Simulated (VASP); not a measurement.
Pt: single point with PBE+U

Pt:

```
Pt
1.0
     0.00000    3.10489    0.00000
     3.10489    0.00000    0.00000
     1.55245    1.55245   -2.60623
Pt
1
Direct
  0.00000 0.00000 0.00000
```

```yaml
Program: VASP 6.6.1
Task: single point
Functional: PBE
Potentials_or_basis: VASP PAW PBE potentials, release 64 (Pt)
Cutoff: 520 eV
k_mesh: 7 × 7 × 7
Occupations: fermi-dirac, width 0.1 eV
Spin: no spin polarisation
Hubbard_terms: Pt d U = 8.0 eV
```

* Pressure: -22.6 GPa
* Band gap on the k mesh: zero (band 5 reaches 3.70 eV, above the bottom of band 6 at 0.87 eV)

Stress tensor (GPa, compression positive):
```
-24.80   0.00   0.00
  0.00 -24.80   0.00
  0.00   0.00 -18.16
```

Levels at points of the mesh, in eV from the Fermi level:
| k point | band 3 | band 4 | band 5 | band 6 | band 7 | band 8 |
| --- | --- | --- | --- | --- | --- | --- |
| (0.00, 0.00, 0.00) | -2.50 | -2.49 | -2.03 | -1.55 | 16.56 | 17.83 |

Eigenvalues of the final occupation matrices:
```csv
site,spin,trace,eigenvalues
site 1 d,1,4.45,0.64 0.94 0.95 0.95 0.97
site 1 d,2,4.45,0.64 0.94 0.95 0.95 0.97
```

Run time: 10 s on 1 thread of Intel(R) Xeon(R) Platinum 8375C CPU @ 2.90GHz (Ice Lake), with other jobs on the host, peak memory 0.15 GiB.

Caveat: spin-orbit coupling is left out, which moves the levels of the heavy elements; U without spin polarisation on a metal has little footing; the U is typed as a test and isn't derived for this compound.
